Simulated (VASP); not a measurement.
# Ta2Ru (P4_2/nmc) in VASP: further runs

Runs on Ta2Ru. Level: PBE. Tasks: relaxation of cell and atoms, single point.

Program: VASP 6.6.1. These are calculated values, not measurements. Logs are shortened: lines on timing, memory, paths and dates and some standing lists are left out, and cuts for length are marked.

### 1 The cell of the first run

It takes space group P4_2/nmc (No. 137, tetragonal). Conventional cell: a = 4.096 Å, b = 4.096 Å, c = 5.897 Å, α = 90.00°, β = 90.00°, γ = 90.00°. Ta (site symmetry 2mm) has 4 Ru at 2.37 to 2.69 Å and 6 Ta at 2.95 Å within 3.1 Å. Within 3.1 Å of Ru (site symmetry -4m2) lie 8 Ta at 2.37 to 2.69 Å.

### 2 Relaxation of cell and atoms, PBE

Contents of INCAR:

```
SYSTEM = Ta2Ru
  PREC = Accurate
  ENCUT = 600
  EDIFF = 1E-6
  ISMEAR = 0
  SIGMA = 0.1
  LREAL = .False.
  LASPH = .True.
  NELM = 100
  ALGO = Normal
  ISIF = 3
  LWAVE = .False.
  LCHARG = .False.
  GGA = PE
  IBRION = 2
  NSW = 90
  EDIFFG = -0.04
```

Contents of KPOINTS:

```
Automatic mesh
0
Gamma
  4 4 4
  0 0 0
```

Contents of POSCAR:

```
Ta2Ru
1.0
    4.0964570699      0.0000000000      0.0000000000
    0.0000000000      4.0964570699      0.0000000000
    0.0000000000      0.0000000000      5.8973216126
Ta Ru
4 2
Direct
    0.0000000000      0.5000000000      0.2030000000
    0.0000000000      0.5000000000      0.7030000000
    0.5000000000      0.0000000000      0.2970000000
    0.5000000000      0.0000000000      0.7970000000
    0.0000000000      0.0000000000      0.0000000000
    0.5000000000      0.5000000000      0.5000000000
```

Potentials or basis: VASP PAW PBE potentials, release 64 (Ta_pv, Ru_pv).

The run is started by

```bash
> cat potpaw_PBE.64/Ta_pv/POTCAR potpaw_PBE.64/Ru_pv/POTCAR > POTCAR
> mpirun -np 1 vasp_std > vasp.out
```

OUTCAR:

```text
SYSTEM = Ta2Ru
   PREC = Accurate
   ENCUT = 600
   EDIFF = 1E-6
   ISMEAR = 0
   LREAL = .False.
   LASPH = .True.
   NELM = 100
   ISIF = 3
   GGA = PE
   IBRION = 2
   NSW = 90
   EDIFFG = -0.04

 ion  position               nearest neighbor table
   1  0.000  0.500  0.203-   5 2.37   5 2.37   6 2.69   6 2.69   2 2.95   2 2.95   3 2.95   3 2.95
                             3 2.95   3 2.95
   2  0.000  0.500  0.703-   6 2.37   6 2.37   5 2.69   5 2.69   1 2.95   1 2.95   4 2.95   4 2.95
                             4 2.95   4 2.95
   3  0.500  0.000  0.297-   6 2.37   6 2.37   5 2.69   5 2.69   4 2.95   4 2.95   1 2.95   1 2.95
                             1 2.95   1 2.95
   4  0.500  0.000  0.797-   5 2.37   5 2.37   6 2.69   6 2.69   3 2.95   3 2.95   2 2.95   2 2.95
                             2 2.95   2 2.95
   5  0.000  0.000  0.000-   1 2.37   4 2.37   1 2.37   4 2.37   3 2.69   2 2.69   3 2.69   2 2.69

   6  0.500  0.500  0.500-   2 2.37   3 2.37   3 2.37   2 2.37   1 2.69   4 2.69   1 2.69   4 2.69

  LATTYP: Found a simple tetragonal cell.
 ALAT       =     4.0964570699
 C/A-ratio  =     1.4396151386

  Lattice vectors:

 A1 = (   4.0964570699,   0.0000000000,   0.0000000000)
 A2 = (   0.0000000000,   4.0964570699,   0.0000000000)
 A3 = (   0.0000000000,   0.0000000000,   5.8973216126)

Analysis of symmetry for initial positions (statically):
=====================================================================
 Subroutine PRICEL returns:
 Original cell was already a primitive cell.

 Routine SETGRP: Setting up the symmetry group for a
 simple tetragonal supercell.

 Subroutine GETGRP returns: Found 16 space group operations
 (whereof  8 operations were pure point group operations)
 out of a pool of 16 trial point group operations.

The static configuration has the point symmetry D_2d.
 The point group associated with its full space group is D_4h.

Analysis of symmetry for dynamics (positions and initial velocities):
=====================================================================
 Subroutine PRICEL returns:
 Original cell was already a primitive cell.

 Routine SETGRP: Setting up the symmetry group for a
 simple tetragonal supercell.

 Subroutine GETGRP returns: Found 16 space group operations
 (whereof  8 operations were pure point group operations)
 out of a pool of 16 trial point group operations.

The dynamic configuration has the point symmetry D_2d.
 The point group associated with its full space group is D_4h.

 Subroutine INISYM returns: Found 16 space group operations
 (whereof  8 operations are pure point group operations),
 and found     1 'primitive' translations

----------------------------------------------------------------------------------------

                                     Primitive cell

  volume of cell :      98.9627

  direct lattice vectors                    reciprocal lattice vectors
     4.096457070  0.000000000  0.000000000     0.244113385  0.000000000  0.000000000
     0.000000000  4.096457070  0.000000000     0.000000000  0.244113385  0.000000000
     0.000000000  0.000000000  5.897321613     0.000000000  0.000000000  0.169568503

  length of vectors
     4.096457070  4.096457070  5.897321613     0.244113385  0.244113385  0.169568503

  position of ions in fractional coordinates (direct lattice)
     0.000000000  0.500000000  0.203000000
     0.000000000  0.500000000  0.703000000
     0.500000000  0.000000000  0.297000000
     0.500000000  0.000000000  0.797000000
     0.000000000  0.000000000  0.000000000
     0.500000000  0.500000000  0.500000000

  ion indices of the primitive-cell ions
   primitive index   ion index
                 1           1
                 2           2
                 3           3
                 4           4
                 5           5
                 6           6

----------------------------------------------------------------------------------------

 KPOINTS: Automatic mesh

Automatic generation of k-mesh.
 Grid dimensions read from file:
 generate k-points for:    4    4    4

 Generating k-lattice:

  Cartesian coordinates                     Fractional coordinates (reciprocal lattice)
     0.061028346  0.000000000  0.000000000     0.250000000  0.000000000  0.000000000
     0.000000000  0.061028346  0.000000000     0.000000000  0.250000000  0.000000000
     0.000000000  0.000000000  0.042392126     0.000000000  0.000000000  0.250000000

  Length of vectors
     0.061028346  0.061028346  0.042392126

  Shift w.r.t. Gamma in fractional coordinates (k-lattice)
     0.000000000  0.000000000  0.000000000

 Subroutine IBZKPT returns following result:
 ===========================================

 Found     18 irreducible k-points:

 Following reciprocal coordinates:
            Coordinates               Weight
  0.000000  0.000000  0.000000      1.000000
  0.250000  0.000000  0.000000      4.000000
  0.500000  0.000000  0.000000      2.000000
  0.250000  0.250000  0.000000      4.000000
  0.500000  0.250000  0.000000      4.000000
  0.500000  0.500000  0.000000      1.000000
[... 10 lines left out ...]
  0.500000  0.250000  0.500000      4.000000
  0.500000  0.500000  0.500000      1.000000
   k-points           NKPTS =     18   k-points in BZ     NKDIM =     18   number of bands    NBANDS=     43
   number of dos      NEDOS =    301   number of ions     NIONS =      6
   total plane-waves  NPLWV =  62208
   dimension x,y,z NGX =    36 NGY =   36 NGZ =   48
   dimension x,y,z NGXF=    72 NGYF=   72 NGZF=   96
   ions per type =               4   2
   NGX,Y,Z   is equivalent  to a cutoff of  14.61, 14.61, 13.53 a.u.
   NGXF,Y,Z  is equivalent  to a cutoff of  29.22, 29.22, 27.06 a.u.
 SYSTEM =  Ta2Ru
   PREC   = accura    normal or accurate (medium, high low for compatibility)
   ISTART =      0    job   : 0-new  1-cont  2-samecut
   ICHARG =      2    charge: 1-file 2-atom 10-const
   ISPIN  =      1    spin polarized calculation?
   LNONCOLLINEAR =      F non collinear calculations
   LSORBIT =      F    spin-orbit coupling
   LASPH  =      T    aspherical Exc in radial PAW
   ENCUT  =  600.0 eV  44.10 Ry    6.64 a.u.   8.18  8.18 11.78*2*pi/ulx,y,z
   NELM   =    100;   NELMIN=  2; NELMDL= -5     # of ELM steps
   EDIFF  = 0.1E-05   stopping-criterion for ELM
   LREAL  =      F    real-space projection
   EDIFFG = -.4E-01   stopping-criterion for IOM
   NSW    =     90    number of steps for IOM
   IBRION =      2    ionic relax: 0-MD 1-quasi-New 2-CG
   NFREE  =      1    steps in history (QN), initial steepest desc. (CG)
   ISIF   =      3    stress and relaxation
   ISYM   =      2    0-nonsym 1-usesym 2-fastsym
   POTIM  = 0.5000    time-step for ionic-motion
   TEBEG  =    0.0;   TEEND  =   0.0 temperature during run
   PSTRESS=    0.0 pullay stress
   NELECT =      72.0000    total number of electrons
   NUPDOWN=      -1.0000    fix difference up-down
   EMIN   =  10.00;   EMAX   =-10.00  energy-range for DOS
   EFERMI =   0.00;   METHOD = LEGACY
   ISMEAR =     0;   SIGMA  =   0.10  broadening in eV -4-tet -1-fermi 0-gaus
   EFERMI_NEDOS =   21; number of points for ismear=-14 and -15
   IALGO  =     38    algorithm
   IMIX   =      4    mixing-type and parameters
     AMIX     =   0.40;   BMIX     =  1.00
     AMIX_MAG =   1.60;   BMIX_MAG =  1.00
  volume/ion in A,a.u.               =      16.49       111.31
  Fermi-wavevector in a.u.,A,eV,Ry     =   1.472409  2.782449 29.497270  2.167988
  Thomas-Fermi vector in A             =   2.587427
   LORBIT       =      0    0 simple, 1 ext, 2 COOP (PROOUT), +10 PAW based schemes
   GGA     = PE    functional components
   LHFCALC =     F    Hartree Fock is set to
   AEXX    =    0.0000 exact exchange contribution
   IVDW    =     0    specifies the selected vdW correction
   LEPSILON=     F    determine dielectric tensor
   LRPA    =     F    only Hartree local field effects (RPA)
 conjugate gradient relaxation of ions
 non-spin polarized calculation
 Gauss-broadening in eV      SIGMA  =   0.10
  energy-cutoff  :      600.00
  volume of cell :       98.96
 maximum number of plane-waves:      3352
 NGX is ok and might be reduce to    36
   NGX = 17   NGY = 17   NGZ = 23

--------------------------------------- Ionic step        1  -------------------------------------------

 number of electron      71.9999998 magnetization

 Free energy of the ion-electron system (eV)
  ---------------------------------------------------
  ext. energy  EPLUGINS =         0.00000000
  ---------------------------------------------------
  free energy    TOTEN  =       -61.09744486 eV

  energy without entropy =      -61.07892878  energy(sigma->0) =      -61.08818682

------------------------ aborting loop because EDIFF is reached ----------------------------------------

  FORCE on cell =-STRESS in cart. coord.  units (eV):
  Direction    XX          YY          ZZ          XY          YZ          ZX
  --------------------------------------------------------------------------------------
  -------------------------------------------------------------------------------------
  Total       31.5309662     31.5309662     27.8175504      0.0000000     -0.0000000     -0.0000000
  in kB      510.4770629    510.4770629    450.3579539      0.0000000     -0.0000000     -0.0000000
  external PRESSURE =     490.4373599 kB  Pullay stress =       0.0000000 kB
[... 25 lines left out ...]
  energy  without entropy=      -61.0789287804  energy(sigma->0) =      -61.08818682

--------------------------------------- Ionic step        2  -------------------------------------------

 number of electron      72.0000028 magnetization

 E-fermi :   2.4373     XC(G=0):  -9.6450

 val. band max:        2.4198778654   @ k =   0.5000   0.5000   0.5000
 cond. band min:       2.4802291261   @ k =   0.2500   0.2500   0.2500
 fundamental gap:      0.0603512608
 Fermi energy:         2.4373481682

 k-point     1 :       0.0000    0.0000    0.0000
  band No.  band energies     occupation
      1     -39.8961      2.00000
      2     -39.8961      2.00000
      3     -39.8955      2.00000
      4     -39.8955      2.00000
      5     -39.8808      2.00000
      6     -39.8808      2.00000
[... 890 lines left out ...]
  FREE ENERGIE OF THE ION-ELECTRON SYSTEM (eV)
  ---------------------------------------------------
  free  energy   TOTEN  =       -63.9395756742 eV

  energy  without entropy=      -63.9256773524  energy(sigma->0) =      -63.93262651

[... ionic steps 4 to 14 ...]

--------------------------------------- Ionic step       15  -------------------------------------------

 number of electron      72.0000012 magnetization

------------------------ aborting loop because EDIFF is reached ----------------------------------------

  FORCE on cell =-STRESS in cart. coord.  units (eV):
  Direction    XX          YY          ZZ          XY          YZ          ZX
  --------------------------------------------------------------------------------------
  -------------------------------------------------------------------------------------
  Total       -0.1574310     -0.1574310      0.0153863      0.0000000      0.0000000      0.0000000
  in kB       -2.1552908     -2.1552908      0.2106449      0.0000000      0.0000000      0.0000000
  external PRESSURE =      -1.3666456 kB  Pullay stress =       0.0000000 kB
[... 65 lines left out ...]
  energy  without entropy=      -64.6000624356  energy(sigma->0) =      -64.60714013

--------------------------------------- Ionic step       17  -------------------------------------------

 number of electron      72.0000010 magnetization

 Free energy of the ion-electron system (eV)
  ---------------------------------------------------
  ext. energy  EPLUGINS =         0.00000000
  ---------------------------------------------------
  free energy    TOTEN  =       -64.61444980 eV

  energy without entropy =      -64.60093955  energy(sigma->0) =      -64.60769467

 E-fermi :   6.4066     XC(G=0): -11.9544

 val. band max:        6.4035556785   @ k =   0.2500   0.2500   0.2500
 cond. band min:       6.5141377863   @ k =   0.5000   0.5000   0.2500
 fundamental gap:      0.1105821078
 Fermi energy:         6.4065994459

 k-point     1 :       0.0000    0.0000    0.0000
  band No.  band energies     occupation
      1     -36.5317      2.00000
      2     -36.5317      2.00000
      3     -36.5300      2.00000
      4     -36.5218      2.00000
      5     -36.5218      2.00000
      6     -36.5198      2.00000
[... 850 lines left out ...]
  FREE ENERGIE OF THE ION-ELECTRON SYSTEM (eV)
  ---------------------------------------------------
  free  energy   TOTEN  =       -64.6144497991 eV

  energy  without entropy=      -64.6009395457  energy(sigma->0) =      -64.60769467

 reached required accuracy - stopping structural energy minimisation
```

Run time: 18 min. Hardware: 1 thread of Intel Xeon Platinum 8124M at 3.00GHz (Skylake/Cascade Lake), shared host; peak memory 0.3 GiB.

Results:

| Property | Result |
| --- | --- |
| Free energy | -64.6144 eV |
| Relaxed volume | 19.49 Å³/atom |
| Relaxed cell | a = 4.339 Å, b = 4.339 Å, c = 6.210 Å, α = 90.00°, β = 90.00°, γ = 90.00° |
| Space group after relaxing (to 0.1 Å) | Fm-3m (No. 225) |
| Pressure after relaxing | 0.0 GPa |
| Largest force after relaxing | 0.027 eV/Å |
| Band gap on the k mesh | zero (bands 36 and 37 overlap by 1.35 eV) |

Forces on the atoms (eV/Å):
```
Ta   0.000  0.000 -0.027
Ta   0.000  0.000 -0.027
Ta   0.000  0.000  0.027
Ta   0.000  0.000  0.027
Ru   0.000  0.000  0.000
Ru   0.000  0.000  0.000
```

Final structure:
```
CELL_PARAMETERS angstrom
4.33911 0.00000 0.00000
0.00000 4.33911 0.00000
0.00000 0.00000 6.21048
ATOMIC_POSITIONS crystal
Ta 0.00000 0.50000 0.25069
Ta 0.00000 0.50000 0.75069
Ta 0.50000 0.00000 0.24931
Ta 0.50000 0.00000 0.74931
Ru 0.00000 0.00000 0.00000
Ru 0.50000 0.50000 0.50000
```

Caveat: the k points lie up to 0.36 Å⁻¹ apart in the final cell, too coarse for converged energies and pressures of a metal; the volume moved by over 15 % at a fixed basis, so the end points are rough; spin-orbit coupling is left out, which moves the levels of the heavy elements.

### 3 Single point, PBE

Contents of INCAR:

```
PREC = Accurate
ENCUT = 520
EDIFF = 1E-6
ISMEAR = 0
SIGMA = 0.1
LREAL = False
LASPH = True
NELM = 100
ALGO = Normal
ISIF = 2
LWAVE = False
LCHARG = False
GGA = PE
NBANDS = 45
```

Contents of KPOINTS:

```
Automatic mesh
0
Gamma
  4 4 4
```

POSCAR is that of step 2.

Potentials or basis: VASP PAW PBE potentials, release 64 (Ta_pv, Ru_pv).

The run is started by

```bash
> cat potpaw_PBE.64/Ta_pv/POTCAR potpaw_PBE.64/Ru_pv/POTCAR > POTCAR
> mpirun -np 1 vasp_std > vasp.out
```

Run time: 71 s. Hardware: 1 thread of Intel Xeon Platinum 8124M at 3.00GHz (Skylake/Cascade Lake), shared host; peak memory 0.23 GiB.

Results (log left out):

| Quantity | Value |
| --- | --- |
| Free energy | -61.0968 eV |
| Pressure | 49.0 GPa |
| Largest force | 2.635 eV/Å |
| Band gap on the k mesh | zero (bands 36 and 37 overlap by 0.96 eV) |

Forces in eV/Å, atoms in the order of the input:
```
Ta   0.000  0.000  2.635
Ta   0.000  0.000  2.635
Ta   0.000  0.000 -2.635
Ta   0.000  0.000 -2.635
Ru   0.000  0.000  0.000
Ru   0.000  0.000  0.000
```

Stress tensor (GPa, compression positive):
```
51.03  0.00  0.00
 0.00 51.03  0.00
 0.00  0.00 45.02
```

Levels at points of the mesh, in eV from the Fermi level:
```csv
k point,band 33,band 34,band 35,band 36,band 37,band 38,band 39,band 40
"(0.00, 0.00, 0.00)",-2.33,-2.33,-2.02,0.57,0.57,1.04,1.05,1.57
"(0.50, 0.00, 0.00)",-0.84,-0.84,-0.66,-0.66,0.43,0.43,0.93,0.93
"(0.50, 0.50, 0.00)",-1.69,-1.69,0.77,0.77,1.31,1.31,1.76,1.76
"(0.00, 0.00, 0.50)",-0.57,-0.57,-0.19,-0.19,0.36,0.36,1.11,1.11
"(0.50, 0.00, 0.50)",-0.69,-0.69,-0.56,-0.56,0.57,0.57,0.83,0.83
"(0.50, 0.50, 0.50)",-1.74,-1.74,-0.08,-0.08,-0.08,-0.08,0.93,0.93
```

Caveat: the k points lie up to 0.38 Å⁻¹ apart, too coarse for converged energies and pressures of a metal; spin-orbit coupling is left out, which moves the levels of the heavy elements; forces of over 1 eV/Å act on the atoms, so gaps and moduli don't describe the material at rest.
